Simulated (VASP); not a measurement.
# Ti (P6_3/mmc) in VASP: a series of runs

Runs on Ti. Level: LDA. Tasks: relaxation of shape and atoms at fixed volume, relaxation of cell and atoms, single point.

Everything below comes from runs of VASP 6.6.1. Logs are shortened: lines on timing, memory, paths and dates and some standing lists are left out, and cuts for length are marked.

### Step 1. The cell of the first run

The structure is hexagonal, space group P6_3/mmc (No. 194). Conventional cell: a = 2.807 Å, b = 2.807 Å, c = 4.437 Å, α = 90.00°, β = 90.00°, γ = 120.00°. Within 3.6 Å of Ti (site symmetry -6m2) lie 12 Ti at 2.75 to 2.81 Å.

### Step 2. Relaxation of shape and atoms at fixed volume, LDA

Input file INCAR:

```
SYSTEM = Ti
PREC     = Accurate       ! precision mode
ENCUT    = 600            ! plane-wave cutoff, eV
EDIFF    = 1E-6           ! SCF threshold, eV
ISMEAR   = -1             ! smearing method
SIGMA    = 0.05           ! smearing width, eV
LREAL    = .False.        ! projectors in reciprocal space
LASPH    = .True.         ! aspherical terms in the spheres
NELM     = 80             ! most SCF steps
ALGO     = Normal         ! electronic algorithm
ISIF     = 4              ! what is computed and relaxed
LWAVE    = .False.        ! write WAVECAR
LCHARG   = .False.        ! write CHGCAR
GGA      = CA             ! functional
IBRION   = 2              ! ionic algorithm
NSW      = 50             ! ionic steps
EDIFFG   = -0.005         ! ionic threshold
```

Input file KPOINTS:

```
Automatic mesh
0
Gamma
  15 15 8
  0 0 0
```

Input file POSCAR:

```
Ti
1.0
    2.8072830061      0.0000000000      0.0000000000
   -1.4036415031      2.4311783989      0.0000000000
    0.0000000000      0.0000000000      4.4371173341
Ti
2
Direct
    0.3333333333      0.6666666667      0.2500000000
    0.6666666667      0.3333333333      0.7500000000
```

Potentials or basis: VASP PAW LDA potentials, release 64 (Ti_sv).

Run with:

```
$ cat potpaw_LDA.64/Ti_sv/POTCAR > POTCAR
$ mpirun -np 1 vasp_std > vasp.out
```

OUTCAR:

```text
SYSTEM = Ti
   PREC = Accurate
   ENCUT = 600
   EDIFF = 1E-6
   ISMEAR = -1
   LREAL = .False.
   LASPH = .True.
   NELM = 80
   ISIF = 4
   GGA = CA
   IBRION = 2
   NSW = 50
   EDIFFG = -0.005

 ion  position               nearest neighbor table
   1  0.333  0.667  0.250-   2 2.75   2 2.75   2 2.75   2 2.75   2 2.75   2 2.75
   2  0.667  0.333  0.750-   1 2.75   1 2.75   1 2.75   1 2.75   1 2.75   1 2.75

  LATTYP: Found a hexagonal cell.
 ALAT       =     2.8072830061
 C/A-ratio  =     1.5805735740

  Lattice vectors:

 A1 = (   2.8072830061,   0.0000000000,   0.0000000000)
 A2 = (  -1.4036415031,   2.4311783989,   0.0000000000)
 A3 = (   0.0000000000,   0.0000000000,   4.4371173341)

Analysis of symmetry for initial positions (statically):
=====================================================================
 Subroutine PRICEL returns:
 Original cell was already a primitive cell.

 Routine SETGRP: Setting up the symmetry group for a
 hexagonal supercell.

 Subroutine GETGRP returns: Found 24 space group operations
 (whereof 12 operations were pure point group operations)
 out of a pool of 24 trial point group operations.

The static configuration has the point symmetry D_3d.
 The point group associated with its full space group is D_6h.

Analysis of symmetry for dynamics (positions and initial velocities):
=====================================================================
 Subroutine PRICEL returns:
 Original cell was already a primitive cell.

 Routine SETGRP: Setting up the symmetry group for a
 hexagonal supercell.

 Subroutine GETGRP returns: Found 24 space group operations
 (whereof 12 operations were pure point group operations)
 out of a pool of 24 trial point group operations.

The dynamic configuration has the point symmetry D_3d.
 The point group associated with its full space group is D_6h.

 Subroutine INISYM returns: Found 24 space group operations
 (whereof 12 operations are pure point group operations),
 and found     1 'primitive' translations

----------------------------------------------------------------------------------------

                                     Primitive cell

  volume of cell :      30.2834

  direct lattice vectors                    reciprocal lattice vectors
     2.807283006  0.000000000  0.000000000     0.356216312  0.205661584  0.000000000
    -1.403641503  2.431178399  0.000000000     0.000000000  0.411323168  0.000000000
[... 96 lines left out ...]
   NELECT =      24.0000    total number of electrons
   NUPDOWN=      -1.0000    fix difference up-down
   EMIN   =  10.00;   EMAX   =-10.00  energy-range for DOS
   EFERMI =   0.00;   METHOD = LEGACY
   ISMEAR =    -1;   SIGMA  =   0.05  broadening in eV -4-tet -1-fermi 0-gaus
   EFERMI_NEDOS =   21; number of points for ismear=-14 and -15
   IALGO  =     38    algorithm
   IMIX   =      4    mixing-type and parameters
     AMIX     =   0.40;   BMIX     =  1.00
     AMIX_MAG =   1.60;   BMIX_MAG =  1.00
  volume/ion in A,a.u.               =      15.14       102.18
  Fermi-wavevector in a.u.,A,eV,Ry     =   1.514993  2.862921 31.228139  2.295203
  Thomas-Fermi vector in A             =   2.624576
   LORBIT       =      0    0 simple, 1 ext, 2 COOP (PROOUT), +10 PAW based schemes
   GGA     = CA    functional components
   LHFCALC =     F    Hartree Fock is set to
   AEXX    =    0.0000 exact exchange contribution
   IVDW    =     0    specifies the selected vdW correction
   LEPSILON=     F    determine dielectric tensor
   LRPA    =     F    only Hartree local field effects (RPA)
 conjugate gradient relaxation of ions
 non-spin polarized calculation
  energy-cutoff  :      600.00
  volume of cell :       30.28
 maximum number of plane-waves:      1031
 NGX is ok and might be reduce to    24
   NGX = 11   NGY = 11   NGZ = 17

--------------------------------------- Ionic step        1  -------------------------------------------

 number of electron      23.9999995 magnetization

 Free energy of the ion-electron system (eV)
  ---------------------------------------------------
  ext. energy  EPLUGINS =         0.00000000
  ---------------------------------------------------
  free energy    TOTEN  =       -17.05958282 eV

  energy without entropy =      -17.04322392  energy(sigma->0) =      -17.05140337

------------------------ aborting loop because EDIFF is reached ----------------------------------------

  FORCE on cell =-STRESS in cart. coord.  units (eV):
  Direction    XX          YY          ZZ          XY          YZ          ZX
  --------------------------------------------------------------------------------------
  -------------------------------------------------------------------------------------
  Total        1.5631441      1.5631441      1.6603949     -0.0000000     -0.0000000      0.0000000
  in kB       82.7000312     82.7000312     87.8451995     -0.0000000     -0.0000000      0.0000000
  external PRESSURE =      84.4150873 kB  Pullay stress =       0.0000000 kB
[... 59 lines left out ...]
--------------------------------------- Ionic step        3  -------------------------------------------

 number of electron      23.9999994 magnetization

 Free energy of the ion-electron system (eV)
  ---------------------------------------------------
  ext. energy  EPLUGINS =         0.00000000
  ---------------------------------------------------
  free energy    TOTEN  =       -17.05971732 eV

  energy without entropy =      -17.04330347  energy(sigma->0) =      -17.05151039

 E-fermi :   9.6360     XC(G=0): -12.4569

 val. band max:        9.6346889073   @ k =   0.4000   0.2000   0.2500
 cond. band min:       9.6724784222   @ k =   0.3333   0.2667   0.2500
 fundamental gap:      0.0377895149
 Fermi energy:         9.6359632751

 k-point     1 :       0.0000    0.0000    0.0000
  band No.  band energies     occupation
      1     -46.3424      2.00000
      2     -46.0953      2.00000
      3     -23.5030      2.00000
      4     -22.5033      2.00000
      5     -22.5033      2.00000
      6     -22.3808      2.00000
[... 433 lines left out ...]
      3     -23.1927      2.00000
      4     -22.9996      2.00000
      5     -22.9366      2.00000
      6     -22.8697      2.00000
[... 8 lines left out ...]
     15      11.1574      0.00000
     16      13.1930      0.00000

 [... further k-points ...]

------------------------ aborting loop because EDIFF is reached ----------------------------------------

  FORCE on cell =-STRESS in cart. coord.  units (eV):
  Direction    XX          YY          ZZ          XY          YZ          ZX
  --------------------------------------------------------------------------------------
  -------------------------------------------------------------------------------------
  Total        1.5781943      1.5781943      1.5789144     -0.0000000     -0.0000000      0.0000000
  in kB       83.4962753     83.4962753     83.5343733     -0.0000000     -0.0000000      0.0000000
  external PRESSURE =      83.5089746 kB  Pullay stress =       0.0000000 kB
[... 17 lines left out ...]
  FREE ENERGIE OF THE ION-ELECTRON SYSTEM (eV)
  ---------------------------------------------------
  free  energy   TOTEN  =       -17.0597173154 eV

  energy  without entropy=      -17.0433034669  energy(sigma->0) =      -17.05151039

 reached required accuracy - stopping structural energy minimisation
```

Wall time 49 s (1 thread of Intel Xeon 6975P-C (Granite Rapids), shared host); peak memory 0.18 GiB.

What came out:

* Free energy: -17.0597 eV
* Energy gained by relaxing: 0.1 meV/atom
* Ionic steps: 3
* Pressure after relaxing: 8.4 GPa
* Band gap on the k mesh: zero (bands 12 and 13 overlap by 1.22 eV)

Step by step:
| step | energy change (eV) | largest force (eV/Å) | pressure (GPa) | volume (Å³) |
| --- | --- | --- | --- | --- |
| 1 | 0.0000 | 0.0000 | 8.44 | 30.28 |
| 2 | -0.0001 | 0.0000 | 8.36 | 30.28 |
| 3 | -0.0001 | 0.0000 | 8.35 | 30.28 |

Final structure:
```
Ti
1.0
     2.80345    0.00000    0.00000
    -1.40173    2.42786    0.00000
     0.00000    0.00000    4.44925
Ti
2
Cartesian
  0.0000 1.6186 1.1123
  1.4017 0.8093 3.3369
```

### Step 3. Relaxation of cell and atoms, LDA

This run uses another cell than the first one, of 17.67 Å³/atom.

Input file INCAR:

```
PREC     = Accurate       # precision mode
ENCUT    = 600            # plane-wave cutoff, eV
EDIFF    = 1E-6           # SCF threshold, eV
ISMEAR   = -1             # smearing method
SIGMA    = 0.05           # smearing width, eV
LREAL    = F              # projectors in reciprocal space
LASPH    = T              # aspherical terms in the spheres
NELM     = 80             # most SCF steps
ALGO     = Normal         # electronic algorithm
ISIF     = 3              # what is computed and relaxed
LWAVE    = F              # write WAVECAR
LCHARG   = F              # write CHGCAR
IBRION   = 2              # ionic algorithm
NSW      = 60             # ionic steps
EDIFFG   = -0.005         # ionic threshold
```

Input file KPOINTS:

```
regular mesh
0
Gamma
  15 15 8
```

Input file POSCAR:

```
Ti
1.0
    2.9313902092      0.0000000000      0.0000000000
   -1.4656951046      2.5386583896      0.0000000000
    0.0000000000      0.0000000000      4.7488521389
Ti
2
Direct
    0.3333333333      0.6666666667      0.2500000000
    0.6666666667      0.3333333333      0.7500000000
```

Potentials or basis: VASP PAW LDA potentials, release 64 (Ti_sv).

Run with:

```
$ cat potpaw_LDA.64/Ti_sv/POTCAR > POTCAR
$ mpirun -np 1 vasp_std > vasp.out
```

Run time: 3 min. Hardware: 1 thread of Intel Xeon 6975P-C (Granite Rapids), shared host; peak memory 0.21 GiB.

It converged, with:

* Free energy: -17.1086 eV
* Relaxed volume: 16.08 Å³/atom
* Relaxed cell: a = 2.863 Å, b = 2.863 Å, c = 4.528 Å, α = 90.00°, β = 90.00°, γ = 120.00°
* Space group after relaxing (to 0.1 Å): P6_3/mmc (No. 194)
* Energy gained by relaxing: 55.9 meV/atom
* Ionic steps: 9
* Pressure after relaxing: 0.0 GPa
* Band gap on the k mesh: zero (bands 12 and 13 overlap by 1.07 eV)

Step by step:
| step | energy change (eV) | largest force (eV/Å) | pressure (GPa) | volume (Å³) |
| --- | --- | --- | --- | --- |
| 1 | 0.0000 | 0.0000 | -10.03 | 35.34 |
| 2 | -0.0473 | 0.0000 | 9.92 | 29.98 |
| 3 | -0.1098 | 0.0000 | 0.01 | 32.14 |
| 4 | -0.1098 | 0.0000 | 0.26 | 32.08 |
| 5 | -0.1112 | 0.0000 | 0.23 | 32.09 |
| 6 | -0.1117 | 0.0000 | 0.22 | 32.10 |
| 7 | -0.1117 | 0.0000 | 0.24 | 32.10 |
| 8 | -0.1117 | 0.0000 | -0.27 | 32.23 |
| 9 | -0.1118 | 0.0000 | 0.00 | 32.15 |

Final structure:
```xyz
2
Lattice="2.8634 0.0000 0.0000 -1.4317 2.4798 0.0000 0.0000 0.0000 4.5283" Properties=species:S:1:pos:R:3 pbc="T T T"
Ti    0.0000    1.6532    1.1321
Ti    1.4317    0.8266    3.3962
```

Levels at points of the mesh, in eV from the Fermi level:
| k point | band 10 | band 11 | band 12 | band 13 | band 14 | band 15 |
| --- | --- | --- | --- | --- | --- | --- |
| (0.00, 0.00, 0.00) | -2.88 | 0.77 | 0.77 | 0.93 | 1.12 | 1.34 |
| (0.00, 0.00, 0.50) | -4.34 | 0.09 | 0.09 | 0.67 | 0.67 | 0.67 |

(Continued in part 2 of 2.)

The gap in the log of VASP goes by the Fermi energy; the results here count the filled bands.